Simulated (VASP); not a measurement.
Wanted: the native input for a VASP 6.6.1 run.

```
Task                   : single point
Functional             : LDA
Potentials or basis    : VASP PAW LDA potentials, release 64 (C)
Cutoff                 : 520 eV
k mesh                 : 12 × 12 × 12
Occupations            : gaussian, width 0.05 eV
Spin                   : no spin polarisation
Dipole correction      : no
Further INCAR settings : ALGO = Normal; EDIFF = 1e-06; NBANDS = 11
```

The structure of C lies in POSCAR:

```
C
1.0
    1.1666250292      0.6735512746      3.3470108394
   -1.1666250292      0.6735512746      3.3470108394
    0.0000000000     -1.3471025493      3.3470108394
C
2
Direct
    0.1640000000      0.1640000000      0.1640000000
    0.8360000000      0.8360000000      0.8360000000
```

This cell differs from its parent crystal: strain -0.050 along x and y, +0.000 along z.

These files were run (other wordings do the same):

INCAR

```
SYSTEM = C
ALGO = Normal
EDIFF = 1E-6
ENCUT = 520
GGA = CA
ISIF = 2
ISMEAR = 0
LASPH = .True.
LCHARG = .True.
LELF = .True.
LREAL = .False.
LVHAR = .True.
LWAVE = .False.
NBANDS = 11
NELM = 60
PREC = Accurate
SIGMA = 0.05
```

KPOINTS

```
k-points
0
Gamma
  12 12 12
  0 0 0
```

Potentials or basis: VASP PAW LDA potentials, release 64 (C).

The run is started by

```console
$ cat potpaw_LDA.64/C/POTCAR > POTCAR
$ mpirun -np 1 vasp_std > vasp.out
```

It gave:

| Property | Result |
| --- | --- |
| Pressure | 49.7 GPa |
| Largest force | 0.831 eV/Å |
| Band gap on the k mesh | 0.73 eV, direct |

Caveat: the cell differs from its parent crystal (strain -0.050 along x and y, +0.000 along z).

It took 22 s on 1 thread of Intel Xeon 6975P-C (shared host), peak memory 0.15 GiB.
